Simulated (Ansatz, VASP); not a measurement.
# KI in VASP and in Ansatz

```
CELL_PARAMETERS angstrom
0.00000 3.54457 3.54457
3.54457 0.00000 3.54457
3.54457 3.54457 0.00000
ATOMIC_POSITIONS crystal
K 0.00000 0.00000 0.00000
I 0.50000 0.50000 0.50000
```

Alike in both runs: task single point; functional PBE; k mesh 6 × 6 × 6; occupations fermi-dirac, width 0.02 eV; no spin polarisation.

|  | VASP | Ansatz |
| --- | --- | --- |
| version | VASP 6.6.1 | Ansatz 0.2.0 |
| potentials or method | VASP PAW PBE potentials, release 64 (K_sv, I) | plane waves, PAW |
| plane-wave cutoff (eV) | 520 | 420 |
| valence electrons in the cell | 16 | 26 |

```csv
,VASP,Ansatz,Ansatz less VASP
gap on the k mesh at the Fermi level (eV),3.94,3.94,+0.004
pressure (GPa),0.5,0.5,-0.03
```

With one functional, cell and mesh, what is left measures potentials, basis and numerics. VASP's potentials hold 16 valence electrons a cell and Ansatz's 26, so a difference there can come from the potentials and not from the codes.

Neither program's run includes spin-orbit coupling.
